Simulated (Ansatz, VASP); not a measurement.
## CdF2: VASP beside Ansatz

Contents of INCAR:

```
ALGO = Normal
EDIFF = 1E-7
ENCUT = 520
GGA = PS
ISIF = 2
ISMEAR = 0
LASPH = T
LCHARG = T
LELF = T
LREAL = F
LVHAR = T
LWAVE = F
NBANDS = 20
NELM = 100
PREC = Accurate
SIGMA = 0.05
```

File KPOINTS:

```
k-points
0
Gamma
  8 8 8
```

Contents of POSCAR:

```
CdF2
1.0
    0.0000000000      2.6357761249      2.5835877577
    2.6357761249      0.0000000000      2.5835877577
    2.6357761249      2.6357761249      0.0000000000
Cd F
1 2
Direct
    0.0000000000      0.0000000000      0.0000000000
    0.2500000000      0.2500000000      0.2500000000
    0.7500000000      0.7500000000      0.7500000000
```

Input for Ansatz:

```yaml
crystal:
  lattice:
    - [0.0, 2.6357761249, 2.5835877577]
    - [2.6357761249, 0.0, 2.5835877577]
    - [2.6357761249, 2.6357761249, 0.0]
  atoms:
    - { symbol: Cd, position: [0.0, 0.0, 0.0] }
    - { symbol: F, position: [0.25, 0.25, 0.25] }
    - { symbol: F, position: [0.75, 0.75, 0.75] }
basis:
  ecutwfc: 520.0
kpoints:
  mp_grid: { grid: [8, 8, 8] }
hamiltonian:
  xc: pbesol
scf:
  occupations: { method: gaussian, width: 0.05 }
output:
  forces: true
  stress: true
  eigenvalues: true
```

Alike in both runs: task single point; functional PBEsol; k mesh 8 × 8 × 8; occupations gaussian, width 0.05 eV; no spin polarisation.

|  | VASP | Ansatz |
| --- | --- | --- |
| version | VASP 6.6.1 | Ansatz 0.2.0 |
| potentials or method | VASP PAW PBE potentials, release 64 (Cd, F), cutoff 520 eV | scalar-relativistic, plane waves, PAW |
| valence electrons in the cell | 26 | 34 |

VASP gave:

* gap on the k mesh at the Fermi level (eV): 3.18
* least direct gap on the mesh (eV): 3.54
* pressure (GPa): 12.3
* traceless stress, the component that is largest in VASP (GPa): 1.54

Task: Estimate Ansatz's values.

Result: gap on the k mesh at the Fermi level (eV): 3.22; least direct gap on the mesh (eV): 3.57; pressure (GPa): 11.0; traceless stress, the component that is largest in VASP (GPa): 1.57.

VASP's potentials were made for PBE, not for PBEsol. The functional is the same, so the differences come from potentials, cutoffs and numerics. VASP's potentials hold 26 valence electrons a cell and Ansatz's 34, so a difference there can come from the potentials and not from the codes.
